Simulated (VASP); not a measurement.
Ti: single point with r2SCAN

Ti, a slab with vacuum:

```
Ti
1.0
     3.25179    0.00000    0.00000
     0.00000    3.25179    0.00000
     0.00000    0.00000   24.75537
Ti
7
Direct
  0.50000 0.50000 0.30296
  0.00000 0.00000 0.36864
  0.50000 0.50000 0.43432
  0.00000 0.00000 0.50000
  0.50000 0.50000 0.56568
  0.00000 0.00000 0.63136
  0.50000 0.50000 0.69704
```

```yaml
Program: VASP 6.6.1
Task: single point
Functional: r2SCAN
Potentials_or_basis: VASP PAW PBE potentials, release 64 (Ti_sv)
Cutoff: 520 eV
k_mesh: 11 × 11 × 1
Occupations: gaussian, width 0.01 eV
Spin: no spin polarisation
```

| Property | Result |
| --- | --- |
| Largest force | 0.462 eV/Å |
| Band gap on the k mesh | zero (bands 42 and 43 overlap by 1.39 eV) |

Forces on the atoms (eV/Å):
```
Ti   0.000  0.000  0.462
Ti   0.000  0.000 -0.444
Ti   0.000  0.000 -0.017
Ti   0.000  0.000  0.000
Ti   0.000  0.000  0.017
Ti   0.000  0.000  0.444
Ti   0.000  0.000 -0.462
```

Levels at points of the mesh, in eV from the Fermi level:
```tsv
k point	band 39	band 40	band 41	band 42	band 43	band 44
(0.00, 0.00, 0.00)	-0.12	0.24	0.26	0.96	1.02	1.02
```

Wall time 36 min on 1 thread of Intel(R) Xeon(R) Platinum 8375C CPU @ 2.90GHz (Ice Lake), with other jobs on the host, peak memory 0.48 GiB.

Caveat: the PAW data sets were made with another functional, which shifts forces and pressure a little.
